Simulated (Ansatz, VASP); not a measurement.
AlRu: VASP beside Ansatz

The input INCAR:

```
SYSTEM = AlRu
  ALGO = Fast
  EDIFF = 1E-7
  ENCUT = 520
  GGA = CA
  ISIF = 2
  ISMEAR = 0
  LASPH = .True.
  LCHARG = .False.
  LREAL = .False.
  LWAVE = .False.
  NBANDS = 16
  NELM = 60
  PREC = Accurate
  SIGMA = 0.15
```

Contents of KPOINTS:

```
k-points
0
Gamma
  16 16 16
  0 0 0
```

Contents of POSCAR:

```
AlRu
1.0
    3.0215160000      0.0000000000      0.0000000000
    0.0000000000      2.9916000000      0.0000000000
    0.0000000000      0.0000000000      2.9916000000
Al Ru
1 1
Direct
    0.0000000000      0.0000000000      0.0000000000
    0.5000000000      0.5000000000      0.5000000000
```

Input for Ansatz:

```yaml
crystal:
  lattice:
    - [3.021516, 0.0, 0.0]
    - [0.0, 2.9916, 0.0]
    - [0.0, 0.0, 2.9916]
  atoms:
    - { symbol: Al, position: [0.0, 0.0, 0.0] }
    - { symbol: Ru, position: [0.5, 0.5, 0.5] }
basis:
  ecutwfc: 420
kpoints:
  mp_grid: { grid: [16, 16, 16] }
hamiltonian:
  xc: lda
scf:
  occupations: { method: gaussian, width: 0.15 }
output:
  forces: true
  stress: true
  eigenvalues: true
```

Change from the starting cell: strain +0.0100 x Voigt [1, 0, 0, 0, 0, 0], atoms carried along.

Alike in both runs: task single point; functional LDA; k mesh 16 × 16 × 16; occupations gaussian, width 0.15 eV; no spin polarisation.

|  | VASP | Ansatz |
| --- | --- | --- |
| version | VASP 6.6.1 | Ansatz 0.2.0 |
| potentials or method | VASP PAW LDA potentials, release 64 (Al, Ru_pv), cutoff 520 eV | scalar-relativistic, plane waves, PAW |
| valence electrons in the cell | 17 | 19 |

```tsv
	VASP	Ansatz	Ansatz less VASP
gap on the k mesh at the Fermi level (eV)	none	none	-
pressure (GPa)	-9.5	-10.0	-0.49
traceless stress, the component that is largest in VASP (GPa)	-1.06	-1.06	+0.004
```

LDA's correlation is that of Perdew and Zunger in VASP and of Perdew and Wang (1992) in Ansatz. A gap of «none» marks a metal or a gap that the smearing closes. VASP's potentials hold 17 valence electrons a cell and Ansatz's 19, so a difference there can come from the potentials and not from the codes.
